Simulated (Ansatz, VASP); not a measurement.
**Two plane-wave programs on Nb**

The input POSCAR:

```
Nb
1.0
   -1.6511317439      1.6511317439      1.6511317439
    1.6511317439     -1.6511317439      1.6511317439
    1.6511317439      1.6511317439     -1.6511317439
Nb
1
Direct
    0.0000000000      0.0000000000      0.0000000000
```

INCAR.step1

```
SYSTEM = Nb
PREC = Accurate ; ENCUT = 520
ISMEAR = 0 ; SIGMA = 0.6
LREAL = .FALSE. ; LASPH = .TRUE.
NELM = 60 ; NBANDS = 12
GGA = PE ; ALGO = Normal
EDIFF = 1E-4 ; LWAVE = .TRUE.
LCHARG = .FALSE.
```

The input INCAR.step2:

```
SYSTEM = Nb
PREC = Accurate ; ENCUT = 520
EDIFF = 1E-6 ; ISMEAR = 0
SIGMA = 0.6 ; LREAL = .FALSE.
LASPH = .TRUE. ; NELM = 60
ALGO = Normal ; ISIF = 2
LWAVE = .FALSE. ; LCHARG = .FALSE.
METAGGA = R2SCAN ; LMIXTAU = .TRUE.
NBANDS = 12 ; ISTART = 1
```

File KPOINTS:

```
regular mesh
0
G
  13 13 13
  0 0 0
```

Input for Ansatz:

```yaml
crystal:
  lattice:
    - [-1.6511317439, 1.6511317439, 1.6511317439]
    - [1.6511317439, -1.6511317439, 1.6511317439]
    - [1.6511317439, 1.6511317439, -1.6511317439]
  atoms:
    - { symbol: Nb, position: [0.0, 0.0, 0.0] }
hamiltonian:
  xc: r2scan
  pseudopotentials:
    kind: paw
    azcp:
      Nb: "pseudopotentials/Nb.paw.azcp"
basis:
  ecutwfc: 500
  fft_grid_basis: typed
kpoints:
  mp_grid: { grid: [13, 13, 13], shift: [0, 0, 0] }
magnetization:
  spin_polarized: false
scf:
  occupations: { method: gaussian, width: 0.6 }
  lower_state_search: "off"
output:
  stress: true
```

Alike in both runs: task single point; functional r2SCAN; k mesh 13 × 13 × 13; occupations gaussian, width 0.6 eV; no spin polarisation.

```csv
,VASP,Ansatz
version,VASP 6.6.1,Ansatz 0.2.0
potentials or method,"VASP PAW PBE potentials, release 64 (Nb_sv), cutoff 520 eV","plane waves (500 eV) with PAW, scalar-relativistic"
valence electrons in the cell,13,13
```

|  | VASP | Ansatz | Ansatz less VASP |
| --- | --- | --- | --- |
| pressure (GPa) | 1.0 | 1.2 | +0.18 |

VASP's potentials were made for PBE, not for r2SCAN.
